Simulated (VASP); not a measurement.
Wanted: the native input for a VASP 6.6.1 run.

```
Task                   : single point
Functional             : LDA
Potentials or basis    : VASP PAW LDA potentials, release 64 (W_sv)
Cutoff                 : 520 eV
k mesh                 : 14 × 14 × 1
Occupations            : fermi-dirac, width 0.1 eV
Spin                   : no spin polarisation
Dipole correction      : yes
Further INCAR settings : ALGO = Normal; EDIFF = 1e-06; NBANDS = 43
```

The structure of W lies in POSCAR:

```
W
1.0
    2.7149357195      0.0000000000      0.0000000000
   -0.9049785732      2.5596659437      0.0000000000
    0.0000000000      0.0000000000     24.8669000000
W
5
Direct
    0.0000000000      0.0000000000      0.3246951021
    0.5000000000      0.5000000000      0.4106369042
    0.0000000000      0.0000000000      0.5000000002
    0.5000000000      0.5000000000      0.5893630965
    0.0000000000      0.0000000000      0.6753048969
```

One way to write it, as run:

INCAR

```
ALGO = Normal ; DIPOL = 0.5 0.5 0.500
EDIFF = 1E-6 ; ENCUT = 520
GGA = CA ; IDIPOL = 3
ISIF = 2 ; ISMEAR = -1
LASPH = T ; LCHARG = F
LDIPOL = T ; LREAL = F
LWAVE = F ; NBANDS = 43
NELM = 60 ; PREC = Accurate
SIGMA = 0.1
```

KPOINTS

```
k-points
0
Gamma
  14 14 1
```

Potentials or basis: VASP PAW LDA potentials, release 64 (W_sv).

Launch:

```bash
$ cat potpaw_LDA.64/W_sv/POTCAR > POTCAR
$ mpirun -np 1 vasp_std > vasp.out
```

Results of the run:

The largest force is 0.099 eV/Å and the band gap on the k mesh is zero (band 35 reaches 3.91 eV, above the bottom of band 36 at 1.74 eV).

Caveat: spin-orbit coupling is left out, which moves the levels of the heavy elements.

Wall time 7 min on 1 thread of Intel(R) Xeon(R) Platinum 8488C (Sapphire Rapids), on a shared host, peak memory 0.41 GiB.
